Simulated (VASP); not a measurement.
## MnF2: single point with PBEsol+U

Crystal: MnF2.

```
CELL_PARAMETERS angstrom
4.87340 0.00000 0.00000
0.00000 4.87340 0.00000
0.00000 0.00000 3.30990
ATOMIC_POSITIONS crystal
Mn 0.00000 0.00000 0.00000
Mn 0.50000 0.50000 0.50000
F 0.30500 0.30500 0.00000
F 0.19500 0.80500 0.50000
F 0.69500 0.69500 0.00000
F 0.80500 0.19500 0.50000
```

```
Program             : VASP 6.6.1
Task                : single point
Functional          : PBEsol
Potentials or basis : VASP PAW PBE potentials, release 64 (Mn_pv, F)
Cutoff              : 520 eV
k mesh              : 5 × 5 × 7
Occupations         : gaussian, width 0.05 eV
Spin                : collinear spin, antiferromagnetic start
Starting moments    : [5.0, -5.0, 0.0, 0.0, 0.0, 0.0] μB
Hubbard terms       : Mn d U = 4.0 eV
```

```yaml
Pressure: 0.2 GPa
Largest_force: 0.011 eV/Å
Band_gap_on_the_k_mesh: 3.41 eV (least direct gap 3.44 eV)
Net_moment: 0.00 μB per cell
Site_moments: Mn +4.67, -4.67; F -0.02, +0.02 (each value once) μB
Valence_electrons_inside_the_program's_atomic_spheres: Mn 11.27; F 6.09
```

Forces in eV/Å, atoms in the order of the input:
```
Mn   0.000  0.000  0.000
Mn   0.000  0.000  0.000
F   -0.008 -0.008  0.000
F    0.008 -0.008  0.000
F    0.008  0.008  0.000
F   -0.008  0.008  0.000
```

Stress tensor (GPa, compression positive):
```
0.29 0.00 0.00
0.00 0.29 0.00
0.00 0.00 0.01
```

Levels at points of the mesh, in eV from the valence-band top:
Spin up:
```
           k point  band 23  band 24  band 25  band 26  band 27  band 28  band 29  band 30  band 31  band 32
(0.00, 0.00, 0.00)    -1.93    -1.75    -1.46    -0.46    -0.04     3.41     5.47     6.08     6.13     6.87
```
Spin down:
| k point | band 23 | band 24 | band 25 | band 26 | band 27 | band 28 | band 29 | band 30 | band 31 | band 32 |
| --- | --- | --- | --- | --- | --- | --- | --- | --- | --- | --- |
| (0.00, 0.00, 0.00) | -1.93 | -1.75 | -1.46 | -0.46 | -0.04 | 3.41 | 5.47 | 6.08 | 6.13 | 6.87 |

Eigenvalues of the final occupation matrices:
```
    site  spin  trace               eigenvalues
site 1 d     1   4.80  0.94 0.95 0.95 0.98 0.98
site 1 d     2   0.17  0.01 0.01 0.02 0.06 0.07
site 2 d     1   0.17  0.01 0.01 0.02 0.06 0.07
site 2 d     2   4.80  0.94 0.95 0.95 0.98 0.98
```

It took 100 s on 1 thread of Intel(R) Xeon(R) Platinum 8488C (Sapphire Rapids), with other jobs on the host, peak memory 0.27 GiB.

Caveat: the PAW data sets were made with another functional, which shifts forces and pressure a little; an odd mesh through Γ misses points on the zone boundary, where band edges can lie. The state reached can hang on the start; a lower one may exist.
